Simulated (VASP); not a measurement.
Crystal: SiGe2.

```
CELL_PARAMETERS angstrom
2.98950 0.00000 0.00000
-1.49475 2.58898 0.00000
0.00000 0.00000 13.94695
ATOMIC_POSITIONS crystal
Si 0.66667 0.33333 0.33753
Si 0.66667 0.33333 0.66247
Ge 0.33333 0.66667 0.82101
Ge 0.33333 0.66667 0.17899
Ge 0.33333 0.66667 0.50000
Ge 0.66667 0.33333 0.00000
```

```yaml
Program: VASP 6.6.1
Task: relaxation of cell and atoms
Functional: PBE
Potentials_or_basis: VASP PAW PBE potentials, release 64 (Si, Ge_d)
Cutoff: 600 eV
k_mesh: 12 × 12 × 4
Occupations: gaussian, width 0.1 eV
Spin: no spin polarisation
```

At the start: pressure 1.0 GPa; volume 17.99 Å³/atom.

Question: How do energy, volume and symmetry change on relaxing?

Answer: Over 25 steps the energy falls by 2.5 meV/atom and the volume is 17.90 Å³/atom (-0.5 %); space group P-6m2 (No. 187, to 0.05 Å).

Step by step:
| step | energy change (eV) | largest force (eV/Å) | pressure (GPa) | volume (Å³) |
| --- | --- | --- | --- | --- |
| 1 | 0.0000 | 0.0365 | 1.02 | 107.95 |
| 2 | -0.0033 | 0.0250 | -1.39 | 109.74 |
| 3 | -0.0047 | 0.0323 | -0.90 | 108.82 |
| 4 | -0.0140 | 0.0168 | -0.48 | 108.18 |
| 5 | -0.0140 | 0.0169 | -0.36 | 108.16 |
| 6 | -0.0151 | 0.0055 | -0.20 | 107.60 |
| 7 | -0.0150 | 0.0027 | -0.07 | 107.22 |
| 8 | -0.0149 | 0.0015 | 0.24 | 107.05 |
| 9 | -0.0150 | 0.0020 | 0.21 | 107.13 |
| 10 | -0.0150 | 0.0021 | -0.06 | 107.17 |
| 11 | -0.0150 | 0.0015 | 0.28 | 107.15 |
| 12 | -0.0150 | 0.0020 | 0.10 | 107.16 |
| 13 | -0.0151 | 0.0008 | 0.20 | 107.20 |
| 14 | -0.0151 | 0.0015 | 0.08 | 107.21 |
| 15 | -0.0151 | 0.0008 | 0.21 | 107.20 |
| 16 | -0.0151 | 0.0025 | 0.15 | 107.27 |
| 17 | -0.0151 | 0.0041 | 0.11 | 107.35 |
| 18 | -0.0151 | 0.0050 | -0.12 | 107.38 |
| 19 | -0.0151 | 0.0039 | 0.18 | 107.35 |
| 20 | -0.0151 | 0.0048 | -0.07 | 107.37 |
| 21 | -0.0151 | 0.0041 | 0.13 | 107.36 |
| 22 | -0.0151 | 0.0046 | 0.08 | 107.36 |
| 23 | -0.0152 | 0.0032 | -0.16 | 107.38 |
| 24 | -0.0151 | 0.0038 | 0.01 | 107.38 |
| 25 | -0.0152 | 0.0029 | 0.00 | 107.38 |

Final structure:
```
CELL_PARAMETERS angstrom
2.96146 0.00000 0.00000
-1.48073 2.56470 0.00000
0.00000 0.00000 14.13801
ATOMIC_POSITIONS crystal
Si 0.66667 0.33333 0.33729
Si 0.66667 0.33333 0.66271
Ge 0.33333 0.66667 0.82099
Ge 0.33333 0.66667 0.17901
Ge 0.33333 0.66667 0.50000
Ge 0.66667 0.33333 0.00000
```
